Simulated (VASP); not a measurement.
Input of a VASP 6.6.1 run:

File POSCAR:

```
LiCl
1.0
    0.0000000000      2.5647600000      2.5006410000
    2.5647600000      0.0000000000      2.5006410000
    2.5647600000      2.5647600000      0.0000000000
Li Cl
1 1
Direct
    0.0000000000      0.0000000000      0.0000000000
    0.5000000000      0.5000000000      0.5000000000
```

The input INCAR.step1:

```
SYSTEM = LiCl
PREC = Accurate
ENCUT = 520
ISMEAR = 0
SIGMA = 0.05
LREAL = .FALSE.
LASPH = .TRUE.
NELM = 100
NBANDS = 12
GGA = PE
ALGO = Normal
EDIFF = 1E-4
LWAVE = .TRUE.
LCHARG = .FALSE.
```

The input INCAR.step2:

```
SYSTEM = LiCl
PREC = Accurate
ENCUT = 520
EDIFF = 1E-7
ISMEAR = 0
SIGMA = 0.05
LREAL = .FALSE.
LASPH = .TRUE.
NELM = 100
ALGO = Normal
ISIF = 2
LWAVE = .FALSE.
LCHARG = .FALSE.
METAGGA = R2SCAN
LMIXTAU = .TRUE.
NBANDS = 12
ISTART = 1
```

The input KPOINTS:

```
Automatic mesh
0
G
  8 8 8
  0 0 0
```

Potentials or basis: VASP PAW PBE potentials, release 64 (Li_sv, Cl).

Run with:

```bash
$ cat potpaw_PBE.64/Li_sv/POTCAR potpaw_PBE.64/Cl/POTCAR > POTCAR
$ cp INCAR.step1 INCAR
$ mpirun -np 1 vasp_std > vasp.out
$ cp INCAR.step2 INCAR
$ mpirun -np 1 vasp_std > vasp.out
```

Question: Estimate the band gap on the k mesh.

Answer: 7.44 eV.

Caveat: the cell differs from its parent crystal (strain +0.000 along x and y, -0.025 along z). A k mesh can miss the band edges.
